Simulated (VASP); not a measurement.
Input of a VASP 6.6.1 run:

File INCAR:

```
PREC = Accurate
ENCUT = 520
EDIFF = 1E-6
ISMEAR = 0
SIGMA = 0.15
LREAL = F
LASPH = T
NELM = 60
ALGO = Fast
ISIF = 2
LWAVE = F
LCHARG = T
GGA = CA
LELF = T
LVHAR = T
NBANDS = 13
```

Contents of KPOINTS:

```
Automatic mesh
0
Gamma
  22 22 22
```

POSCAR

```
W
1.0
   -1.7016277416      1.5090916048      1.5090916048
    1.5090916048     -1.7016277416      1.5090916048
    1.5090916048      1.5090916048     -1.7016277416
W
1
Direct
    0.0000000000      0.0000000000      0.0000000000
```

Potentials or basis: VASP PAW LDA potentials, release 64 (W_sv).

Run with:

```bash
$ cat potpaw_LDA.64/W_sv/POTCAR > POTCAR
$ mpirun -np 1 vasp_std > vasp.out
```

Task: Estimate the band gap on the k mesh.

Result: Zero (bands 7 and 8 overlap by 6.05 eV).

Task: What does it give for the pressure?

Result: 75.5 GPa.

Stress tensor (GPa, compression positive):
```
75.47 49.07 49.07
49.07 75.47 49.07
49.07 49.07 75.47
```

Caveat: the cell stands under pressure; spin-orbit coupling is left out, which moves the levels of the heavy elements.
